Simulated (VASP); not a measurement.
# Si3N4 (I-43d) in VASP: notebook, part 2 of 2

VASP 6.6.1. The steps go on from the part before.

### Step 3. Relaxation of the atoms, PBE

Input file INCAR:

```
ALGO = Normal ; EDIFF = 1E-6
EDIFFG = -0.02 ; ENCUT = 520
GGA = PE ; IBRION = 2
ISIF = 2 ; ISMEAR = -1
LASPH = True ; LCHARG = False
LREAL = False ; LUSENCCL = False
LWAVE = False ; NELM = 100
NSW = 80 ; PREC = Accurate
SIGMA = 0.02
```

Input file KPOINTS:

```
k-points
0
Gamma
  6 6 6
```

Input file POSCAR:

```
Si3N4
1.0
   -3.2373500000      3.2373500000      3.2373500000
    3.2373500000     -3.2373500000      3.2373500000
    3.2373500000      3.2373500000     -3.2373500000
Si N
6 8
Direct
    0.2500000000      0.1250000000      0.8750000000
    0.8750000000      0.2500000000      0.1250000000
    0.7500000000      0.3750000000      0.6250000000
    0.6250000000      0.7500000000      0.3750000000
    0.1250000000      0.8750000000      0.2500000000
    0.3750000000      0.6250000000      0.7500000000
    0.5628000000      0.5628000000      0.5628000000
    0.4372000000      0.5000000000      0.0000000000
    0.5000000000      0.0000000000      0.9372000000
    0.0000000000      0.4372000000      0.5000000000
    0.9372000000      0.5000000000      0.0000000000
    0.0628000000      0.0628000000      0.0628000000
    0.0000000000      0.9372000000      0.5000000000
    0.5000000000      0.0000000000      0.4372000000
```

Potentials or basis: VASP PAW PBE potentials, release 64 (Si, N).

Run with:

```sh
> cat potpaw_PBE.64/Si/POTCAR potpaw_PBE.64/N/POTCAR > POTCAR
> mpirun -np 1 vasp_std > vasp.out
```

OUTCAR:

```text
EDIFF = 1E-6
   EDIFFG = -0.02
   ENCUT = 520
   GGA = PE
   IBRION = 2
   ISIF = 2
   ISMEAR = -1
   LASPH = True
   LREAL = False
   NELM = 100
   NSW = 80
   PREC = Accurate

 ion  position               nearest neighbor table
   1  0.250  0.125  0.875-  12 1.75   9 1.75   8 1.75  13 1.75   4 3.03   6 3.03   2 3.03   5 3.03
                             6 3.03   4 3.03   2 3.03   5 3.03
   2  0.875  0.250  0.125-  10 1.75  11 1.75  12 1.75   9 1.75   5 3.03   6 3.03   1 3.03   6 3.03
                             3 3.03   1 3.03   3 3.03   5 3.03
   3  0.750  0.375  0.625-   7 1.75  10 1.75  11 1.75  14 1.75   6 3.03   5 3.03   4 3.03   5 3.03
                             2 3.03   2 3.03   4 3.03   6 3.03
   4  0.625  0.750  0.375-   7 1.75   8 1.75  13 1.75  14 1.75   3 3.03   5 3.03   1 3.03   6 3.03
                             1 3.03   5 3.03   6 3.03   3 3.03
   5  0.125  0.875  0.250-  11 1.75  12 1.75  13 1.75  14 1.75   1 3.03   4 3.03   3 3.03   2 3.03
                             3 3.03   4 3.03   1 3.03   2 3.03
   6  0.375  0.625  0.750-  10 1.75   8 1.75   9 1.75   7 1.75   4 3.03   1 3.03   2 3.03   1 3.03
                             3 3.03   2 3.03   4 3.03   3 3.03
   7  0.563  0.563  0.563-   4 1.75   3 1.75   6 1.75
   8  0.437  0.500  0.000-   1 1.75   4 1.75   6 1.75
   9  0.500  0.000  0.937-   1 1.75   6 1.75   2 1.75
  10  0.000  0.437  0.500-   6 1.75   3 1.75   2 1.75
  11  0.937  0.500  0.000-   5 1.75   3 1.75   2 1.75
  12  0.063  0.063  0.063-   1 1.75   2 1.75   5 1.75
  13  0.000  0.937  0.500-   1 1.75   4 1.75   5 1.75
  14  0.500  0.000  0.437-   4 1.75   5 1.75   3 1.75

  LATTYP: Found a body centered cubic cell.
 ALAT       =     6.4747000000

  Lattice vectors:

 A1 = (  -3.2373500000,   3.2373500000,   3.2373500000)
 A2 = (   3.2373500000,  -3.2373500000,   3.2373500000)
 A3 = (   3.2373500000,   3.2373500000,  -3.2373500000)

Analysis of symmetry for initial positions (statically):
=====================================================================
 Subroutine PRICEL returns:
 Original cell was already a primitive cell.

 Routine SETGRP: Setting up the symmetry group for a
 body centered cubic supercell.

 Subroutine GETGRP returns: Found 24 space group operations
 (whereof  3 operations were pure point group operations)
 out of a pool of 48 trial point group operations.

The static configuration has the point symmetry C_3 .
 The point group associated with its full space group is T_d .

Analysis of symmetry for dynamics (positions and initial velocities):
=====================================================================
 Subroutine PRICEL returns:
 Original cell was already a primitive cell.

 Routine SETGRP: Setting up the symmetry group for a
 body centered cubic supercell.

 Subroutine GETGRP returns: Found 24 space group operations
 (whereof  3 operations were pure point group operations)
 out of a pool of 48 trial point group operations.

The dynamic configuration has the point symmetry C_3 .
 The point group associated with its full space group is T_d .

 Subroutine INISYM returns: Found 24 space group operations
 (whereof  3 operations are pure point group operations),
 and found     1 'primitive' translations

----------------------------------------------------------------------------------------
[... 97 lines left out ...]
   NGXF,Y,Z  is equivalent  to a cutoff of  24.90, 24.90, 24.90 a.u.
 SYSTEM =  unknown system
   PREC   = accura    normal or accurate (medium, high low for compatibility)
   ISTART =      0    job   : 0-new  1-cont  2-samecut
   ICHARG =      2    charge: 1-file 2-atom 10-const
   ISPIN  =      1    spin polarized calculation?
   LNONCOLLINEAR =      F non collinear calculations
   LSORBIT =      F    spin-orbit coupling
   LASPH  =      T    aspherical Exc in radial PAW
   ENCUT  =  520.0 eV  38.22 Ry    6.18 a.u.  10.43 10.43 10.43*2*pi/ulx,y,z
   NELM   =    100;   NELMIN=  2; NELMDL= -5     # of ELM steps
   EDIFF  = 0.1E-05   stopping-criterion for ELM
   LREAL  =      F    real-space projection
   EDIFFG = -.2E-01   stopping-criterion for IOM
   NSW    =     80    number of steps for IOM
   IBRION =      2    ionic relax: 0-MD 1-quasi-New 2-CG
   NFREE  =      1    steps in history (QN), initial steepest desc. (CG)
   ISIF   =      2    stress and relaxation
   ISYM   =      2    0-nonsym 1-usesym 2-fastsym
   POTIM  = 0.5000    time-step for ionic-motion
   TEBEG  =    0.0;   TEEND  =   0.0 temperature during run
   PSTRESS=    0.0 pullay stress
   NELECT =      64.0000    total number of electrons
   NUPDOWN=      -1.0000    fix difference up-down
   EMIN   =  10.00;   EMAX   =-10.00  energy-range for DOS
   EFERMI =   0.00;   METHOD = LEGACY
   ISMEAR =    -1;   SIGMA  =   0.02  broadening in eV -4-tet -1-fermi 0-gaus
   EFERMI_NEDOS =   21; number of points for ismear=-14 and -15
   IALGO  =     38    algorithm
   IMIX   =      4    mixing-type and parameters
     AMIX     =   0.40;   BMIX     =  1.00
     AMIX_MAG =   1.60;   BMIX_MAG =  1.00
  volume/ion in A,a.u.               =       9.69        65.42
  Fermi-wavevector in a.u.,A,eV,Ry     =   1.274261  2.408005 22.092350  1.623742
  Thomas-Fermi vector in A             =   2.407039
   LORBIT       =      0    0 simple, 1 ext, 2 COOP (PROOUT), +10 PAW based schemes
   GGA     = PE    functional components
   LHFCALC =     F    Hartree Fock is set to
   AEXX    =    0.0000 exact exchange contribution
   IVDW    =     0    specifies the selected vdW correction
   LEPSILON=     F    determine dielectric tensor
   LRPA    =     F    only Hartree local field effects (RPA)
 conjugate gradient relaxation of ions
 non-spin polarized calculation
  energy-cutoff  :      520.00
  volume of cell :      135.72
 maximum number of plane-waves:      3675
 NGX is ok and might be reduce to    42
   NGX = 21   NGY = 21   NGZ = 21

 number of electron      64.0000001 magnetization

 Free energy of the ion-electron system (eV)
  ---------------------------------------------------
  ext. energy  EPLUGINS =         0.00000000
  ---------------------------------------------------
  free energy    TOTEN  =      -113.14660372 eV

  energy without entropy =     -113.14660372  energy(sigma->0) =     -113.14660372

 E-fermi :   8.1787     XC(G=0): -11.3778

 val. band max:        7.7035585490   @ k =   0.3333   0.3333   0.0000
 cond. band min:      11.7729156504   @ k =  -0.1667   0.1667   0.1667
 fundamental gap:      4.0693571013
 Fermi energy:         8.1787233449

 k-point     1 :       0.0000    0.0000    0.0000
  band No.  band energies     occupation
      1     -10.4787      2.00000
      2      -7.6052      2.00000
      3      -7.6052      2.00000
      4      -7.6052      2.00000
      5      -7.0915      2.00000
      6      -7.0915      2.00000
[... 677 lines left out ...]
     39      16.2489      0.00000
     40      16.2489      0.00000

------------------------ aborting loop because EDIFF is reached ----------------------------------------

  FORCE on cell =-STRESS in cart. coord.  units (eV):
  Direction    XX          YY          ZZ          XY          YZ          ZX
  --------------------------------------------------------------------------------------
  -------------------------------------------------------------------------------------
  Total        1.3971615      1.3971615      1.3971615     -0.0000000      0.0000000     -0.0000000
  in kB       16.4940849     16.4940849     16.4940849     -0.0000000      0.0000000     -0.0000000
  external PRESSURE =      16.4940849 kB  Pullay stress =       0.0000000 kB

 VOLUME and BASIS-vectors are now :
 -----------------------------------------------------------------------------
  energy-cutoff  :      520.00
  volume of cell :      135.72
      direct lattice vectors                 reciprocal lattice vectors
    -3.237350000  3.237350000  3.237350000     0.000000000  0.154447310  0.154447310
     3.237350000 -3.237350000  3.237350000     0.154447310  0.000000000  0.154447310
     3.237350000  3.237350000 -3.237350000     0.154447310  0.154447310  0.000000000

 POSITION                                       TOTAL-FORCE (eV/Angst)
 -----------------------------------------------------------------------------------
      2.42801      3.23735     -1.61868        -0.000000     -0.000000      0.000000
     -1.61868      2.42801      3.23735        -0.000000     -0.000000      0.000000
      0.80934      3.23735      1.61868        -0.000000     -0.000000      0.000000
      1.61868      0.80934      3.23735        -0.000000     -0.000000     -0.000000
      3.23735     -1.61868      2.42801        -0.000000     -0.000000      0.000000
      3.23735      1.61868      0.80934        -0.000000     -0.000000      0.000000
      1.82198      1.82198      1.82198        -0.008982     -0.008982     -0.008982
      0.20331     -0.20331      3.03404        -0.008982      0.008982      0.008982
      1.41537      4.65272     -1.41537         0.008982      0.008982     -0.008982
      3.03404      0.20331     -0.20331         0.008982     -0.008982      0.008982
     -1.41537      1.41537      4.65272        -0.008982      0.008982      0.008982
      0.20331      0.20331      0.20331        -0.008982     -0.008982     -0.008982
      4.65272     -1.41537      1.41537         0.008982     -0.008982      0.008982
     -0.20331      3.03404      0.20331         0.008982      0.008982     -0.008982
 -----------------------------------------------------------------------------------
    total drift:                                0.000001      0.000001      0.000001

  FREE ENERGIE OF THE ION-ELECTRON SYSTEM (eV)
  ---------------------------------------------------
  free  energy   TOTEN  =      -113.1466037235 eV

  energy  without entropy=     -113.1466037235  energy(sigma->0) =     -113.14660372

 reached required accuracy - stopping structural energy minimisation
```

It used 40 s of CPU time on 1 × NVIDIA H100 80GB with 1 thread of AMD EPYC 7R13 Processor (Zen 3), on a shared host.

Results:

```yaml
Free_energy: -113.1466 eV
Pressure_after_relaxing: 1.6 GPa
Largest_force_after_relaxing: 0.016 eV/Å
Band_gap_on_the_k_mesh: 4.07 eV, indirect (least direct gap 4.25 eV)
```

Forces in eV/Å, atoms in the order of the input:
```
Si   0.000  0.000  0.000
Si   0.000  0.000  0.000
Si   0.000  0.000  0.000
Si   0.000  0.000  0.000
Si   0.000  0.000  0.000
Si   0.000  0.000  0.000
N   -0.009 -0.009 -0.009
N   -0.009  0.009  0.009
N    0.009  0.009 -0.009
N    0.009 -0.009  0.009
N   -0.009  0.009  0.009
N   -0.009 -0.009 -0.009
N    0.009 -0.009  0.009
N    0.009  0.009 -0.009
```

Final structure:
```
CELL_PARAMETERS angstrom
-3.23735 3.23735 3.23735
3.23735 -3.23735 3.23735
3.23735 3.23735 -3.23735
ATOMIC_POSITIONS crystal
Si 0.25000 0.12500 0.87500
Si 0.87500 0.25000 0.12500
Si 0.75000 0.37500 0.62500
Si 0.62500 0.75000 0.37500
Si 0.12500 0.87500 0.25000
Si 0.37500 0.62500 0.75000
N 0.56280 0.56280 0.56280
N 0.43720 0.50000 0.00000
N 0.50000 0.00000 0.93720
N 0.00000 0.43720 0.50000
N 0.93720 0.50000 0.00000
N 0.06280 0.06280 0.06280
N 0.00000 0.93720 0.50000
N 0.50000 0.00000 0.43720
```

Levels at points of the mesh, in eV from the valence-band top:
```
           k point  band 30  band 31  band 32  band 33  band 34  band 35
(0.00, 0.00, 0.00)    -0.16    -0.16    -0.07     4.63     4.63     4.67
(0.50, 0.00, 0.00)    -1.28    -0.02    -0.02     4.97     4.97     5.94
(0.50, 0.50, 0.50)    -1.91    -1.20    -1.20     5.41     5.41     5.41
```

Caveat: the relaxation stopped at its first step, so nothing moved. Expect the measured gap to be larger: semilocal functionals such as PBE lack the derivative discontinuity.
